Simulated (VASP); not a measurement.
# ScTeAs3 (Fm-3m) in VASP: notebook

The runs below take ScTeAs3 through single point, relaxation of cell and atoms, with PBE.

Everything below comes from runs of VASP 6.6.1. Logs are shortened: lines on timing, memory, paths and dates and some standing lists are left out, and cuts for length are marked.

## 1. The cell of the first run

The structure is cubic, space group Fm-3m (No. 225). The conventional cell has a = 10.059 Å, b = 10.059 Å, c = 10.059 Å, α = 90.00°, β = 90.00°, γ = 90.00°. Sc (site symmetry m-3m) has 6 As at 2.68 Å within 3.5 Å. Sc (site symmetry m-3m) has 6 As at 2.35 Å within 3.1 Å. Te (site symmetry -43m) has 12 As at 3.56 Å and 8 Sc at 4.36 Å within 4.7 Å. Within 3.1 Å of As (site symmetry 4mm) lie 2 Sc at 2.35 to 2.68 Å.

The cell was generated, and may not be a known phase.

## 2. Single point, PBE

INCAR

```
PREC = Accurate
ENCUT = 520
EDIFF = 1E-6
ISMEAR = 0
SIGMA = 0.1
LREAL = F
LASPH = T
NELM = 100
ALGO = Fast
ISIF = 2
LWAVE = F
LCHARG = F
GGA = PE
NBANDS = 43
```

KPOINTS

```
regular mesh
0
Gamma
  4 4 4
```

POSCAR

```
ScTeAs3
1.0
    0.0000000000      5.0293150400      5.0293150400
    5.0293150400      0.0000000000      5.0293150400
    5.0293150400      5.0293150400      0.0000000000
Sc Te As
2 2 6
Direct
    0.5000000000      0.5000000000      0.5000000000
    0.0000000000      0.0000000000      0.0000000000
    0.7500000000      0.7500000000      0.7500000000
    0.2500000000      0.2500000000      0.2500000000
    0.7667005700      0.2332994300      0.2332994300
    0.2332994300      0.2332994300      0.7667005700
    0.2332994300      0.7667005700      0.7667005700
    0.2332994300      0.7667005700      0.2332994300
    0.7667005700      0.2332994300      0.7667005700
    0.7667005700      0.7667005700      0.2332994300
```

Potentials or basis: VASP PAW PBE potentials, release 64 (Sc_sv, Te, As).

The run is started by

```sh
> cat potpaw_PBE.64/Sc_sv/POTCAR potpaw_PBE.64/Te/POTCAR potpaw_PBE.64/As/POTCAR > POTCAR
> mpirun -np 1 vasp_std > vasp.out
```

OUTCAR:

```text
PREC = Accurate
   ENCUT = 520
   EDIFF = 1E-6
   ISMEAR = 0
   LREAL = F
   LASPH = T
   NELM = 100
   ISIF = 2
   GGA = PE

 ion  position               nearest neighbor table
   1  0.500  0.500  0.500-   5 2.68   6 2.68   7 2.68   8 2.68   9 2.68  10 2.68
   2  0.000  0.000  0.000-   5 2.35   6 2.35   7 2.35   8 2.35   9 2.35  10 2.35
   3  0.750  0.750  0.750-
   4  0.250  0.250  0.250-
   5  0.767  0.233  0.233-   2 2.35   1 2.68
   6  0.233  0.233  0.767-   2 2.35   1 2.68
   7  0.233  0.767  0.767-   2 2.35   1 2.68
   8  0.233  0.767  0.233-   2 2.35   1 2.68
   9  0.767  0.233  0.767-   2 2.35   1 2.68
  10  0.767  0.767  0.233-   2 2.35   1 2.68

  LATTYP: Found a face centered cubic cell.
 ALAT       =    10.0586300800

  Lattice vectors:

 A1 = (   0.0000000000,   5.0293150400,   5.0293150400)
 A2 = (   5.0293150400,   0.0000000000,   5.0293150400)
 A3 = (   5.0293150400,   5.0293150400,   0.0000000000)

Analysis of symmetry for initial positions (statically):
=====================================================================
 Subroutine PRICEL returns:
 Original cell was already a primitive cell.

 Routine SETGRP: Setting up the symmetry group for a
 face centered cubic supercell.

 Subroutine GETGRP returns: Found 48 space group operations
 (whereof 48 operations were pure point group operations)
 out of a pool of 48 trial point group operations.

The static configuration has the point symmetry O_h .

Analysis of symmetry for dynamics (positions and initial velocities):
=====================================================================
 Subroutine PRICEL returns:
 Original cell was already a primitive cell.

 Routine SETGRP: Setting up the symmetry group for a
 face centered cubic supercell.

 Subroutine GETGRP returns: Found 48 space group operations
 (whereof 48 operations were pure point group operations)
 out of a pool of 48 trial point group operations.

The dynamic configuration has the point symmetry O_h .

 Subroutine INISYM returns: Found 48 space group operations
 (whereof 48 operations are pure point group operations),
 and found     1 'primitive' translations

----------------------------------------------------------------------------------------

                                     Primitive cell

  volume of cell :     254.4231

  direct lattice vectors                    reciprocal lattice vectors
     0.000000000  5.029315040  5.029315040    -0.099417117  0.099417117  0.099417117
     5.029315040  0.000000000  5.029315040     0.099417117 -0.099417117  0.099417117
     5.029315040  5.029315040  0.000000000     0.099417117  0.099417117 -0.099417117

  length of vectors
     7.112525539  7.112525539  7.112525539     0.172195497  0.172195497  0.172195497

  position of ions in fractional coordinates (direct lattice)
     0.500000000  0.500000000  0.500000000
     0.000000000  0.000000000  0.000000000
     0.750000000  0.750000000  0.750000000
     0.250000000  0.250000000  0.250000000
     0.766700570  0.233299430  0.233299430
     0.233299430  0.233299430  0.766700570
     0.233299430  0.766700570  0.766700570
     0.233299430  0.766700570  0.233299430
     0.766700570  0.233299430  0.766700570
     0.766700570  0.766700570  0.233299430

  ion indices of the primitive-cell ions
   primitive index   ion index
                 1           1
                 2           2
                 3           3
                 4           4
                 5           5
                 6           6
                 7           7
                 8           8
                 9           9
                10          10

----------------------------------------------------------------------------------------

 KPOINTS: regular mesh

Automatic generation of k-mesh.
 Grid dimensions read from file:
 generate k-points for:    4    4    4

 Generating k-lattice:

  Cartesian coordinates                     Fractional coordinates (reciprocal lattice)
    -0.024854279  0.024854279  0.024854279     0.250000000  0.000000000  0.000000000
     0.024854279 -0.024854279  0.024854279     0.000000000  0.250000000  0.000000000
     0.024854279  0.024854279 -0.024854279     0.000000000  0.000000000  0.250000000

  Length of vectors
     0.043048874  0.043048874  0.043048874

  Shift w.r.t. Gamma in fractional coordinates (k-lattice)
     0.000000000  0.000000000  0.000000000

 Subroutine IBZKPT returns following result:
 ===========================================

 Found      8 irreducible k-points:

 Following reciprocal coordinates:
            Coordinates               Weight
  0.000000  0.000000  0.000000      1.000000
  0.250000  0.000000  0.000000      8.000000
  0.500000  0.000000  0.000000      4.000000
  0.250000  0.250000  0.000000      6.000000
  0.500000  0.250000  0.000000     24.000000
 -0.250000  0.250000  0.000000     12.000000
  0.500000  0.500000  0.000000      3.000000
 -0.250000  0.500000  0.250000      6.000000
   k-points           NKPTS =      8   k-points in BZ     NKDIM =      8   number of bands    NBANDS=     43
   number of dos      NEDOS =    301   number of ions     NIONS =     10
   total plane-waves  NPLWV = 157464
   dimension x,y,z NGX =    54 NGY =   54 NGZ =   54
   dimension x,y,z NGXF=   108 NGYF=  108 NGZF=  108
   ions per type =               2   2   6
   NGX,Y,Z   is equivalent  to a cutoff of  12.62, 12.62, 12.62 a.u.
   NGXF,Y,Z  is equivalent  to a cutoff of  25.24, 25.24, 25.24 a.u.
 SYSTEM =  unknown system
   PREC   = accura    normal or accurate (medium, high low for compatibility)
   ISTART =      0    job   : 0-new  1-cont  2-samecut
   ICHARG =      2    charge: 1-file 2-atom 10-const
   ISPIN  =      1    spin polarized calculation?
   LNONCOLLINEAR =      F non collinear calculations
   LSORBIT =      F    spin-orbit coupling
   LASPH  =      T    aspherical Exc in radial PAW
   ENCUT  =  520.0 eV  38.22 Ry    6.18 a.u.  13.22 13.22 13.22*2*pi/ulx,y,z
   NELM   =    100;   NELMIN=  2; NELMDL= -5     # of ELM steps
   EDIFF  = 0.1E-05   stopping-criterion for ELM
   LREAL  =      F    real-space projection
   EDIFFG = 0.1E-04   stopping-criterion for IOM
   NSW    =      0    number of steps for IOM
   IBRION =     -1    ionic relax: 0-MD 1-quasi-New 2-CG
   NFREE  =      0    steps in history (QN), initial steepest desc. (CG)
   ISIF   =      2    stress and relaxation
   ISYM   =      2    0-nonsym 1-usesym 2-fastsym
   POTIM  = 0.5000    time-step for ionic-motion
   TEBEG  =    0.0;   TEEND  =   0.0 temperature during run
   PSTRESS=    0.0 pullay stress
   NELECT =      64.0000    total number of electrons
   NUPDOWN=      -1.0000    fix difference up-down
   EMIN   =  10.00;   EMAX   =-10.00  energy-range for DOS
   EFERMI =   0.00;   METHOD = LEGACY
   ISMEAR =     0;   SIGMA  =   0.10  broadening in eV -4-tet -1-fermi 0-gaus
   EFERMI_NEDOS =   21; number of points for ismear=-14 and -15
   IALGO  =     68    algorithm
   IMIX   =      4    mixing-type and parameters
     AMIX     =   0.40;   BMIX     =  1.00
     AMIX_MAG =   1.60;   BMIX_MAG =  1.00
  volume/ion in A,a.u.               =      25.44       171.69
  Fermi-wavevector in a.u.,A,eV,Ry     =   1.033434  1.952907 14.530823  1.067985
  Thomas-Fermi vector in A             =   2.167680
   LORBIT       =      0    0 simple, 1 ext, 2 COOP (PROOUT), +10 PAW based schemes
   GGA     = PE    functional components
   LHFCALC =     F    Hartree Fock is set to
   AEXX    =    0.0000 exact exchange contribution
   IVDW    =     0    specifies the selected vdW correction
   LEPSILON=     F    determine dielectric tensor
   LRPA    =     F    only Hartree local field effects (RPA)
 non-spin polarized calculation
 RMM-DIIS sequential band-by-band and
 Gauss-broadening in eV      SIGMA  =   0.10
  energy-cutoff  :      520.00
  volume of cell :      254.42
 maximum number of plane-waves:      6861
 NGX is ok and might be reduce to    54
   NGX = 27   NGY = 27   NGZ = 27

 number of electron      64.0000007 magnetization

 Free energy of the ion-electron system (eV)
  ---------------------------------------------------
  ext. energy  EPLUGINS =         0.00000000
  ---------------------------------------------------
  free energy    TOTEN  =       -42.43145488 eV

  energy without entropy =      -42.36751924  energy(sigma->0) =      -42.39948706

 E-fermi :   4.1235     XC(G=0):  -9.5897

 val. band max:        4.1156161924   @ k =   0.2500   0.0000   0.0000
 cond. band min:       4.1646967995   @ k =  -0.2500   0.5000   0.2500
 fundamental gap:      0.0490806071
 Fermi energy:         4.1234701145

 k-point     1 :       0.0000    0.0000    0.0000
  band No.  band energies     occupation
      1     -45.0222      2.00000
      2     -43.0974      2.00000
      3     -23.6890      2.00000
      4     -23.6890      2.00000
      5     -23.6890      2.00000
      6     -22.0803      2.00000
[... 35 lines left out ...]
     42       6.6918      0.00000
     43       6.6972      0.00000

 k-point     2 :       0.2500    0.0000    0.0000
  band No.  band energies     occupation
      1     -45.0222      2.00000
      2     -43.0974      2.00000
      3     -23.6890      2.00000
      4     -23.6890      2.00000
      5     -23.6890      2.00000
      6     -22.0803      2.00000
[... 35 lines left out ...]
     42       6.5545      0.00000
     43       6.5559      0.00000

 k-point     3 :       0.5000    0.0000    0.0000
  band No.  band energies     occupation
      1     -45.0222      2.00000
      2     -43.0974      2.00000
      3     -23.6891      2.00000
      4     -23.6890      2.00000
      5     -23.6890      2.00000
      6     -22.0804      2.00000
[... 183 lines left out ...]
      6     -22.0804      2.00000
[... 35 lines left out ...]
     42       7.7099      0.00000
     43       8.5392      0.00000

 k-point     8 :      -0.2500    0.5000    0.2500
  band No.  band energies     occupation
      1     -45.0222      2.00000
      2     -43.0974      2.00000
      3     -23.6891      2.00000
      4     -23.6891      2.00000
      5     -23.6890      2.00000
      6     -22.0804      2.00000
[... 35 lines left out ...]
     42       7.0456      0.00000
     43       8.2482      0.00000

------------------------ aborting loop because EDIFF is reached ----------------------------------------

  FORCE on cell =-STRESS in cart. coord.  units (eV):
  Direction    XX          YY          ZZ          XY          YZ          ZX
  --------------------------------------------------------------------------------------
  -------------------------------------------------------------------------------------
  Total        8.0171090      8.0171090      8.0171090      0.0000000      0.0000000     -0.0000000
  in kB       50.4861035     50.4861035     50.4861035      0.0000000      0.0000000     -0.0000000
  external PRESSURE =      50.4861035 kB  Pullay stress =       0.0000000 kB

 VOLUME and BASIS-vectors are now :
 -----------------------------------------------------------------------------
  energy-cutoff  :      520.00
  volume of cell :      254.42
      direct lattice vectors                 reciprocal lattice vectors
     0.000000000  5.029315040  5.029315040    -0.099417117  0.099417117  0.099417117
     5.029315040  0.000000000  5.029315040     0.099417117 -0.099417117  0.099417117
     5.029315040  5.029315040  0.000000000     0.099417117  0.099417117 -0.099417117

 POSITION                                       TOTAL-FORCE (eV/Angst)
 -----------------------------------------------------------------------------------
      5.02932      5.02932      5.02932        -0.000000     -0.000000     -0.000000
      0.00000      0.00000      0.00000        -0.000000     -0.000000     -0.000000
      7.54397      7.54397      7.54397        -0.000000      0.000000     -0.000000
      2.51466      2.51466      2.51466        -0.000000     -0.000000     -0.000000
      2.34667      5.02932      5.02932         2.292392      0.000000     -0.000000
      5.02932      5.02932      2.34667        -0.000000      0.000000      2.292392
      7.71196      5.02932      5.02932        -2.292392      0.000000     -0.000000
      5.02932      2.34667      5.02932        -0.000000      2.292392     -0.000000
      5.02932      7.71196      5.02932        -0.000000     -2.292392     -0.000000
      5.02932      5.02932      7.71196        -0.000000      0.000000     -2.292392
 -----------------------------------------------------------------------------------
    total drift:                               -0.000000     -0.000000      0.000000

  FREE ENERGIE OF THE ION-ELECTRON SYSTEM (eV)
  ---------------------------------------------------
  free  energy   TOTEN  =       -42.4314548758 eV

  energy  without entropy=      -42.3675192404  energy(sigma->0) =      -42.39948706
```

Wall time 6.1 min (1 thread of Oxide Virtual Turin-like, shared host); peak memory 0.4 GiB.

What came out:

| Property | Result |
| --- | --- |
| Free energy | -42.4315 eV |
| Pressure | 5.0 GPa |
| Largest force | 2.292 eV/Å |
| Band gap on the k mesh | zero (bands 32 and 33 overlap by 1.11 eV) |

Forces on the atoms (eV/Å):
```
Sc   0.000  0.000  0.000
Sc   0.000  0.000  0.000
Te   0.000  0.000  0.000
Te   0.000  0.000  0.000
As   2.292  0.000  0.000
As   0.000  0.000  2.292
As  -2.292  0.000  0.000
As   0.000  2.292  0.000
As   0.000 -2.292  0.000
As   0.000  0.000 -2.292
```

Caveat: the cell stands under pressure; spin-orbit coupling is left out, which moves the levels of the heavy elements; forces of over 1 eV/Å act on the atoms, so gaps and moduli don't describe the material at rest.

[end of part 1 of 2]

The gap in the log of VASP goes by the Fermi energy; the results here count the filled bands.